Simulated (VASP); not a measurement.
Wanted: the native input for a VASP 6.6.1 run.

```
Task                   : single point
Functional             : r2SCAN
Potentials or basis    : VASP PAW PBE potentials, release 64 (Mg, O)
Cutoff                 : 520 eV
k mesh                 : 10 × 10 × 10
Occupations            : gaussian, width 0.02 eV
Spin                   : no spin polarisation
Dipole correction      : no
Further INCAR settings : ALGO = Normal; EDIFF = 1e-06; NBANDS = 11
```

The system is MgO.

```
CELL_PARAMETERS angstrom
0.00000 2.03711 2.03711
2.03711 0.00000 2.03711
2.03711 2.03711 0.00000
ATOMIC_POSITIONS crystal
Mg 0.00000 0.00000 0.00000
O 0.50000 0.50000 0.50000
```

This cell differs from its parent crystal: volume scaled by 0.91.

These files were run (other wordings do the same):

POSCAR

```
MgO
1.0
    0.0000000000      2.0371107039      2.0371107039
    2.0371107039      0.0000000000      2.0371107039
    2.0371107039      2.0371107039      0.0000000000
Mg O
1 1
Direct
    0.0000000000      0.0000000000      0.0000000000
    0.5000000000      0.5000000000      0.5000000000
```

INCAR.step1

```
PREC = Accurate
ENCUT = 520
ISMEAR = 0
SIGMA = 0.02
LREAL = False
LASPH = True
NELM = 60
NBANDS = 11
GGA = PE
ALGO = Normal
EDIFF = 1E-4
LWAVE = True
LCHARG = False
```

INCAR.step2

```
PREC = Accurate
ENCUT = 520
EDIFF = 1E-6
ISMEAR = 0
SIGMA = 0.02
LREAL = False
LASPH = True
NELM = 60
ALGO = Normal
ISIF = 2
LWAVE = False
LCHARG = False
METAGGA = R2SCAN
LMIXTAU = True
NBANDS = 11
ISTART = 1
```

KPOINTS

```
Automatic mesh
0
Gamma
  10 10 10
```

Potentials or basis: VASP PAW PBE potentials, release 64 (Mg, O).

Run with:

```bash
$ cat potpaw_PBE.64/Mg/POTCAR potpaw_PBE.64/O/POTCAR > POTCAR
$ cp INCAR.step1 INCAR
$ mpirun -np 1 vasp_std > vasp.out
$ cp INCAR.step2 INCAR
$ mpirun -np 1 vasp_std > vasp.out
```

Results of the run:

- Pressure: 18.0 GPa
- Band gap on the k mesh: 6.68 eV, direct

Caveat: the PAW data sets were made with another functional, which shifts forces and pressure a little.

Wall time 68 s on 1 thread of AMD EPYC 7R13 (shared host), peak memory 0.12 GiB.
